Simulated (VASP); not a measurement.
Wanted: the native input for a VASP 6.6.1 run.

- Task: relaxation of cell and atoms
- Functional: PBE
- Potentials or basis: VASP PAW PBE potentials, release 64 (Ga_d, Ge_d, Se)
- Cutoff: 600 eV
- k mesh: 6 × 6 × 2
- Occupations: gaussian, width 0.1 eV
- Spin: no spin polarisation
- Dipole correction: no
- Further INCAR settings: ALGO = Normal; EDIFF = 1e-07; IBRION = 2; EDIFFG = -0.04; NSW = 90; ISIF = 3

The structure of Ga2GeSe2 lies in POSCAR:

```
Ga2GeSe2
1.0
    4.1629865500      0.0000000000      0.0000000000
   -2.0814932800      3.6052521100      0.0000000000
    0.0000000000      0.0000000000      8.2525724100
Ga Ge Se
2 1 2
Direct
    0.3333333300      0.6666666700      0.5000000000
    0.6666666700      0.3333333300      0.5000000000
    0.0000000000      0.0000000000      0.5000000000
    0.0000000000      0.0000000000      0.2716630000
    0.0000000000      0.0000000000      0.7283370000
```

The cell was built from a structure type or drawn by symmetry, and may not be a known phase.

These files were run (other wordings do the same):

INCAR

```
ALGO = Normal
EDIFF = 1E-7
EDIFFG = -0.04
ENCUT = 600
GGA = PE
IBRION = 2
ISIF = 3
ISMEAR = 0
LASPH = True
LCHARG = False
LREAL = False
LWAVE = False
NELM = 80
NSW = 90
PREC = Accurate
SIGMA = 0.1
```

KPOINTS

```
k-points
0
Gamma
  6 6 2
```

Potentials or basis: VASP PAW PBE potentials, release 64 (Ga_d, Ge_d, Se).

Launch:

```sh
$ cat potpaw_PBE.64/Ga_d/POTCAR potpaw_PBE.64/Ge_d/POTCAR potpaw_PBE.64/Se/POTCAR > POTCAR
$ mpirun -np 1 vasp_std > vasp.out
```

Results of the run:

```yaml
Relaxed_volume: 31.71 Å³/atom
Relaxed_cell: a = 4.932 Å, b = 4.932 Å, c = 7.525 Å, α = 90.00°, β = 90.00°, γ = 120.00°
Space_group_after_relaxing_to_0.1_Å: P6/mmm (No. 191)
Pressure_after_relaxing: 0.0 GPa
Largest_force_after_relaxing: 0.036 eV/Å
Band_gap_on_the_k_mesh: zero (bands 26 and 27 overlap by 1.30 eV)
```

Caveat: the k points lie up to 0.42 Å⁻¹ apart in the final cell, too coarse for converged energies and pressures of a metal; the volume moved by over 15 % at a fixed basis, so the end points are rough.

Run time: 52 min on 1 thread of Intel(R) Xeon(R) Platinum 8259CL CPU @ 2.50GHz (Skylake/Cascade Lake) (shared host), peak memory 0.35 GiB.
